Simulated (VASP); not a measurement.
# Y (Im-3m) in VASP: further runs

The runs below take Y through single point, relaxation of cell and atoms, with LDA.

All numbers are computed with VASP 6.6.1; they aren't measurements. Logs are shortened: lines on timing, memory, paths and dates and some standing lists are left out, and cuts for length are marked.

### Step 1. The cell of the first run

It takes space group Im-3m (No. 229, cubic). The conventional cell has a = 3.932 Å, b = 3.932 Å, c = 3.932 Å, α = 90.00°, β = 90.00°, γ = 90.00°. Within 4.5 Å of Y (site symmetry m-3m) lie 14 Y at 3.40 to 3.93 Å.

This isn't the form of Y at room conditions, which is hcp.

### Step 2. Single point, LDA

INCAR

```
ALGO = Normal
EDIFF = 1E-7
ENCUT = 520
GGA = CA
ISIF = 2
ISMEAR = -1
LASPH = True
LCHARG = False
LREAL = False
LWAVE = False
NBANDS = 12
NELM = 80
PREC = Accurate
SIGMA = 0.08
```

KPOINTS

```
k-points
0
Gamma
  14 14 14
```

POSCAR

```
Y
1.0
   -1.9658064208      1.9658064208      1.9658064208
    1.9658064208     -1.9658064208      1.9658064208
    1.9658064208      1.9658064208     -1.9658064208
Y
1
Direct
    0.0000000000      0.0000000000      0.0000000000
```

Potentials or basis: VASP PAW LDA potentials, release 64 (Y_sv).

Launch:

```console
> cat potpaw_LDA.64/Y_sv/POTCAR > POTCAR
> mpirun -np 1 vasp_std > vasp.out
```

OUTCAR:

```text
EDIFF = 1E-7
   ENCUT = 520
   GGA = CA
   ISIF = 2
   ISMEAR = -1
   LASPH = True
   LREAL = False
   NELM = 80
   PREC = Accurate

 ion  position               nearest neighbor table
   1  0.000  0.000  0.000-

  LATTYP: Found a body centered cubic cell.
 ALAT       =     3.9316128416

  Lattice vectors:

 A1 = (  -1.9658064208,   1.9658064208,   1.9658064208)
 A2 = (   1.9658064208,  -1.9658064208,   1.9658064208)
 A3 = (   1.9658064208,   1.9658064208,  -1.9658064208)

Analysis of symmetry for initial positions (statically):
=====================================================================
 Subroutine PRICEL returns:
 Original cell was already a primitive cell.

 Routine SETGRP: Setting up the symmetry group for a
 body centered cubic supercell.

 Subroutine GETGRP returns: Found 48 space group operations
 (whereof 48 operations were pure point group operations)
 out of a pool of 48 trial point group operations.

The static configuration has the point symmetry O_h .

Analysis of symmetry for dynamics (positions and initial velocities):
=====================================================================
 Subroutine PRICEL returns:
 Original cell was already a primitive cell.

 Routine SETGRP: Setting up the symmetry group for a
 body centered cubic supercell.

 Subroutine GETGRP returns: Found 48 space group operations
 (whereof 48 operations were pure point group operations)
 out of a pool of 48 trial point group operations.

The dynamic configuration has the point symmetry O_h .

 Subroutine INISYM returns: Found 48 space group operations
 (whereof 48 operations are pure point group operations),
 and found     1 'primitive' translations

----------------------------------------------------------------------------------------

                                     Primitive cell

  volume of cell :      30.3866

  direct lattice vectors                    reciprocal lattice vectors
    -1.965806421  1.965806421  1.965806421     0.000000000  0.254348544  0.254348544
     1.965806421 -1.965806421  1.965806421     0.254348544  0.000000000  0.254348544
     1.965806421  1.965806421 -1.965806421     0.254348544  0.254348544  0.000000000

  length of vectors
     3.404876599  3.404876599  3.404876599     0.359703160  0.359703160  0.359703160

  position of ions in fractional coordinates (direct lattice)
     0.000000000  0.000000000  0.000000000

  ion indices of the primitive-cell ions
   primitive index   ion index
                 1           1

----------------------------------------------------------------------------------------

 KPOINTS: k-points

Automatic generation of k-mesh.
 Grid dimensions read from file:
 generate k-points for:   14   14   14

 Generating k-lattice:

  Cartesian coordinates                     Fractional coordinates (reciprocal lattice)
     0.000000000  0.018167753  0.018167753     0.071428571  0.000000000  0.000000000
     0.018167753  0.000000000  0.018167753     0.000000000  0.071428571  0.000000000
     0.018167753  0.018167753  0.000000000     0.000000000  0.000000000  0.071428571

  Length of vectors
     0.025693083  0.025693083  0.025693083

  Shift w.r.t. Gamma in fractional coordinates (k-lattice)
     0.000000000  0.000000000  0.000000000

 Subroutine IBZKPT returns following result:
 ===========================================

 Found    104 irreducible k-points:

 Following reciprocal coordinates:
            Coordinates               Weight
  0.000000  0.000000  0.000000      1.000000
  0.071429  0.000000  0.000000     12.000000
  0.142857  0.000000  0.000000     12.000000
  0.214286  0.000000  0.000000     12.000000
  0.285714  0.000000  0.000000     12.000000
  0.357143  0.000000  0.000000     12.000000
[... 16 lines left out ...]
  0.285714  0.285714  0.000000     24.000000
  0.357143  0.285714  0.000000     24.000000
 [... further k-points ...]
   k-points           NKPTS =    104   k-points in BZ     NKDIM =    104   number of bands    NBANDS=     12
   number of dos      NEDOS =    301   number of ions     NIONS =      1
   total plane-waves  NPLWV =  21952
   dimension x,y,z NGX =    28 NGY =   28 NGZ =   28
   dimension x,y,z NGXF=    56 NGYF=   56 NGZF=   56
   ions per type =               1
   NGX,Y,Z   is equivalent  to a cutoff of  13.67, 13.67, 13.67 a.u.
   NGXF,Y,Z  is equivalent  to a cutoff of  27.34, 27.34, 27.34 a.u.
 SYSTEM =  unknown system
   PREC   = accura    normal or accurate (medium, high low for compatibility)
   ISTART =      0    job   : 0-new  1-cont  2-samecut
   ICHARG =      2    charge: 1-file 2-atom 10-const
   ISPIN  =      1    spin polarized calculation?
   LNONCOLLINEAR =      F non collinear calculations
   LSORBIT =      F    spin-orbit coupling
   LASPH  =      T    aspherical Exc in radial PAW
   ENCUT  =  520.0 eV  38.22 Ry    6.18 a.u.   6.33  6.33  6.33*2*pi/ulx,y,z
   NELM   =     80;   NELMIN=  2; NELMDL= -5     # of ELM steps
   EDIFF  = 0.1E-06   stopping-criterion for ELM
   LREAL  =      F    real-space projection
   EDIFFG = 0.1E-05   stopping-criterion for IOM
   NSW    =      0    number of steps for IOM
   IBRION =     -1    ionic relax: 0-MD 1-quasi-New 2-CG
   NFREE  =      0    steps in history (QN), initial steepest desc. (CG)
   ISIF   =      2    stress and relaxation
   ISYM   =      2    0-nonsym 1-usesym 2-fastsym
   POTIM  = 0.5000    time-step for ionic-motion
   TEBEG  =    0.0;   TEEND  =   0.0 temperature during run
   PSTRESS=    0.0 pullay stress
   NELECT =      11.0000    total number of electrons
   NUPDOWN=      -1.0000    fix difference up-down
   EMIN   =  10.00;   EMAX   =-10.00  energy-range for DOS
   EFERMI =   0.00;   METHOD = LEGACY
   ISMEAR =    -1;   SIGMA  =   0.08  broadening in eV -4-tet -1-fermi 0-gaus
   EFERMI_NEDOS =   21; number of points for ismear=-14 and -15
   IALGO  =     38    algorithm
   IMIX   =      4    mixing-type and parameters
     AMIX     =   0.40;   BMIX     =  1.00
     AMIX_MAG =   1.60;   BMIX_MAG =  1.00
  volume/ion in A,a.u.               =      30.39       205.06
  Fermi-wavevector in a.u.,A,eV,Ry     =   1.166751  2.204840 18.521730  1.361309
  Thomas-Fermi vector in A             =   2.303260
   LORBIT       =      0    0 simple, 1 ext, 2 COOP (PROOUT), +10 PAW based schemes
   GGA     = CA    functional components
   LHFCALC =     F    Hartree Fock is set to
   AEXX    =    0.0000 exact exchange contribution
   IVDW    =     0    specifies the selected vdW correction
   LEPSILON=     F    determine dielectric tensor
   LRPA    =     F    only Hartree local field effects (RPA)
 non-spin polarized calculation
  energy-cutoff  :      520.00
  volume of cell :       30.39
 maximum number of plane-waves:       856
 NGX is ok and might be reduce to    28
   NGX = 13   NGY = 13   NGZ = 13

 number of electron      10.9999999 magnetization

 Free energy of the ion-electron system (eV)
  ---------------------------------------------------
  ext. energy  EPLUGINS =         0.00000000
  ---------------------------------------------------
  free energy    TOTEN  =        -6.83989780 eV

  energy without entropy =       -6.78925875  energy(sigma->0) =       -6.81457827

 E-fermi :   3.3480     XC(G=0):  -9.9513

 val. band max:        3.3424882292   @ k =   0.2857   0.2143   0.2143
 cond. band min:       3.3555021025   @ k =  -0.3571   0.5000   0.0714
 fundamental gap:      0.0130138733
 Fermi energy:         3.3479847549

 k-point     1 :       0.0000    0.0000    0.0000
  band No.  band energies     occupation
      1     -39.0713      2.00000
      2     -18.8222      2.00000
      3     -18.8222      2.00000
      4     -18.8222      2.00000
      5      -1.5655      2.00000
      6       5.0266      0.00000
      7       5.0266      0.00000
      8       5.0266      0.00000
      9       7.1561      0.00000
     10       7.1561      0.00000
     11      13.9467      0.00000
     12      13.9467      0.00000

 k-point     2 :       0.0714    0.0000    0.0000
  band No.  band energies     occupation
      1     -39.0665      2.00000
      2     -18.8607      2.00000
      3     -18.8339      2.00000
      4     -18.8224      2.00000
      5      -1.4192      2.00000
      6       4.9193      0.00000
      7       4.9799      0.00000
      8       5.1685      0.00000
      9       6.9862      0.00000
     10       7.1518      0.00000
     11      14.0872      0.00000
     12      14.2226      0.00000

 k-point     3 :       0.1429    0.0000    0.0000
  band No.  band energies     occupation
      1     -39.0532      2.00000
      2     -18.9668      2.00000
      3     -18.8665      2.00000
      4     -18.8232      2.00000
      5      -1.0015      2.00000
      6       4.6413      0.00000
      7       4.7751      0.00000
      8       5.5876      0.00000
      9       6.7280      0.00000
     10       7.1561      0.00000
     11      14.3784      0.00000
     12      15.0026      0.00000

 k-point     4 :       0.2143    0.0000    0.0000
  band No.  band energies     occupation
      1     -39.0338      2.00000
      2     -19.1162      2.00000
      3     -18.9132      2.00000
      4     -18.8242      2.00000
      5      -0.3795      2.00000
      6       4.2859      0.00002
      7       4.3874      0.00000
      8       6.2638      0.00000
      9       6.6992      0.00000
     10       7.2055      0.00000
     11      14.3416      0.00000
     12      15.4903      0.00000

 k-point     5 :       0.2857    0.0000    0.0000
  band No.  band energies     occupation
      1     -39.0122      2.00000
      2     -19.2770      2.00000
      3     -18.9644      2.00000
      4     -18.8254      2.00000
      5       0.3168      2.00000
      6       3.9390      0.00124
      7       4.0325      0.00038
      8       6.8652      0.00000
      9       7.1580      0.00000
     10       7.3273      0.00000
     11      13.6472      0.00000
     12      14.5030      0.00000

 k-point     6 :       0.3571    0.0000    0.0000
  band No.  band energies     occupation
      1     -38.9927      2.00000
      2     -19.4176      2.00000
      3     -19.0099      2.00000
      4     -18.8265      2.00000
      5       0.8797      2.00000
      6       3.6585      0.04039
      7       3.9691      0.00085
      8       7.0517      0.00000
      9       7.5156      0.00000
     10       8.1927      0.00000
     11      12.7579      0.00000
     12      13.2829      0.00000

 k-point     7 :       0.4286    0.0000    0.0000
  band No.  band energies     occupation
      1     -38.9791      2.00000
      2     -19.5128      2.00000
      3     -19.0411      2.00000
      4     -18.8272      2.00000
      5       1.1526      2.00000
      6       3.4788      0.32625
      7       4.2333      0.00003
      8       7.1159      0.00000
      9       7.7113      0.00000
     10       9.1803      0.00000
     11      12.0703      0.00000
     12      12.3940      0.00000

 k-point     8 :       0.5000    0.0000    0.0000
  band No.  band energies     occupation
      1     -38.9742      2.00000
      2     -19.5463      2.00000
      3     -19.0522      2.00000
      4     -18.8275      2.00000
      5       1.2144      2.00000
      6       3.4171      0.59289
      7       4.4305      0.00000
      8       7.0939      0.00000
      9       7.8005      0.00000
     10       9.6522      0.00000
     11      11.8087      0.00000
     12      12.0759      0.00000
[... 166 lines left out ...]
 k-point    20 :       0.2143    0.2143    0.0000
  band No.  band energies     occupation
      1     -38.9876      2.00000
      2     -19.3768      2.00000
      3     -19.0475      2.00000
      4     -18.8854      2.00000
      5       1.3339      2.00000
      6       3.3837      0.78040
      7       3.8137      0.00591
      8       6.6536      0.00000
      9       7.7409      0.00000
     10       8.6336      0.00000
     11      12.7136      0.00000
     12      14.6033      0.00000

 k-point    21 :       0.2857    0.2143   -0.0000
  band No.  band energies     occupation
      1     -38.9743      2.00000
      2     -19.4238      2.00000
      3     -19.1193      2.00000
      4     -18.8952      2.00000
      5       1.8541      2.00000
      6       3.2486      1.55208
      7       3.7338      0.01595
      8       6.8736      0.00000
      9       7.7248      0.00000
     10       9.6733      0.00000
     11      11.6809      0.00000
     12      13.7722      0.00000

 k-point    22 :       0.3571    0.2143    0.0000
  band No.  band energies     occupation
      1     -38.9669      2.00000
      2     -19.4437      2.00000
      3     -19.1663      2.00000
      4     -18.8992      2.00000
      5       2.0577      2.00000
      6       3.3250      1.14280
      7       3.7012      0.02389
      8       6.9920      0.00000
      9       7.8055      0.00000
     10      10.5069      0.00000
     11      10.8444      0.00000
     12      13.1023      0.00000

 k-point    23 :       0.2857    0.2857    0.0000
  band No.  band energies     occupation
      1     -38.9658      2.00000
      2     -19.4038      2.00000
      3     -19.2101      2.00000
      4     -18.9079      2.00000
      5       2.3488      1.99999
      6       3.1325      1.87326
      7       3.5940      0.08831
      8       7.1257      0.00000
      9       7.6496      0.00000
     10      10.5695      0.00000
     11      10.8022      0.00000
     12      13.1363      0.00000

 k-point    24 :       0.3571    0.2857    0.0000
  band No.  band energies     occupation
      1     -38.9628      2.00000
      2     -19.3758      2.00000
      3     -19.2642      2.00000
      4     -18.9117      2.00000
      5       2.5271      1.99993
      6       3.2335      1.61426
      7       3.4081      0.64118
      8       7.2781      0.00000
      9       7.6494      0.00000
     10      10.1306      0.00000
     11      11.4399      0.00000
     12      12.5243      0.00000

 [... further k-points ...]
[... 5 lines left out ...]
  --------------------------------------------------------------------------------------
  -------------------------------------------------------------------------------------
  Total       -0.1408574     -0.1408574     -0.1408574      0.0000000      0.0000000      0.0000000
  in kB       -7.4269066     -7.4269066     -7.4269066      0.0000000      0.0000000      0.0000000
  external PRESSURE =      -7.4269066 kB  Pullay stress =       0.0000000 kB

 VOLUME and BASIS-vectors are now :
 -----------------------------------------------------------------------------
  energy-cutoff  :      520.00
  volume of cell :       30.39
      direct lattice vectors                 reciprocal lattice vectors
    -1.965806421  1.965806421  1.965806421     0.000000000  0.254348544  0.254348544
     1.965806421 -1.965806421  1.965806421     0.254348544  0.000000000  0.254348544
     1.965806421  1.965806421 -1.965806421     0.254348544  0.254348544  0.000000000

 POSITION                                       TOTAL-FORCE (eV/Angst)
 -----------------------------------------------------------------------------------
      0.00000      0.00000      0.00000         0.000000      0.000000      0.000000
 -----------------------------------------------------------------------------------
    total drift:                                0.000000      0.000000      0.000000

  FREE ENERGIE OF THE ION-ELECTRON SYSTEM (eV)
  ---------------------------------------------------
  free  energy   TOTEN  =        -6.8398977960 eV

  energy  without entropy=       -6.7892587524  energy(sigma->0) =       -6.81457827
```

It took 21 s on 1 thread of AMD EPYC 9R45 (Zen 5), shared host; peak memory 0.15 GiB.

What came out:

```yaml
Free_energy: -6.8399 eV
Pressure: -0.7 GPa
Band_gap_on_the_k_mesh: zero (an odd number of electrons rules out a gap without spin polarisation)
```

### Step 3. Single point, LDA

INCAR

```
PREC = Accurate
ENCUT = 520
EDIFF = 1E-6
ISMEAR = -1
SIGMA = 0.08
LREAL = False
LASPH = True
NELM = 80
ALGO = Normal
ISIF = 2
LWAVE = False
LCHARG = False
NBANDS = 12
```

KPOINTS

```
Automatic mesh
0
Gamma
  14 14 14
```

POSCAR is that of step 2.

Potentials or basis: VASP PAW LDA potentials, release 64 (Y_sv).

Launch:

```console
> cat potpaw_LDA.64/Y_sv/POTCAR > POTCAR
> mpirun -np 1 vasp_std > vasp.out
```

Run time: 19 s. Hardware: 1 thread of AMD EPYC 9R45 (Zen 5), shared host; peak memory 0.15 GiB.

Results (log left out):

- Free energy: -6.8399 eV
- Pressure: -0.8 GPa
- Band gap on the k mesh: zero (an odd number of electrons rules out a gap without spin polarisation)

Levels at points of the mesh, in eV from the Fermi level:
```tsv
k point	band 3	band 4	band 5	band 6	band 7	band 8
(0.00, 0.00, 0.00)	-22.17	-22.17	-4.91	1.68	1.68	1.68
(0.50, 0.00, 0.00)	-22.40	-22.18	-2.13	0.07	1.08	3.75
(0.50, 0.50, 0.50)	-22.67	-22.67	-1.65	-1.65	5.69	5.69
```

(Continued in part 2 of 3.)
